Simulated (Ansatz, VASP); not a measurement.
**PbS: VASP beside Ansatz**

```
CELL_PARAMETERS angstrom
0.00000 3.02315 3.02315
3.02315 0.00000 3.02315
3.02315 3.02315 0.00000
ATOMIC_POSITIONS crystal
Pb 0.00000 0.00000 0.00000
S 0.50000 0.50000 0.50000
```

Change from the starting cell: volume scaled by 1.06, crystal datasets.

Alike in both runs: task electric field gradients; functional PBE; k mesh 8 × 8 × 8; occupations fermi-dirac, width 0.01 eV; no spin polarisation.

|  | VASP | Ansatz |
| --- | --- | --- |
| version | VASP 6.6.1 | Ansatz 0.2.0 |
| potentials or method | VASP PAW PBE potentials, release 64 (Pb_d, S), cutoff 520 eV | all-electron PAW with datasets made for the crystal, scalar-relativistic |

```tsv
	VASP	Ansatz	Ansatz less VASP
gap on the k mesh at the Fermi level (eV)	0.56	0.55	-0.008
pressure (GPa)	-1.0	-0.9	+0.07
```

Ansatz ran all-electron here, and VASP with PAW potentials.

Spin-orbit coupling is off throughout.
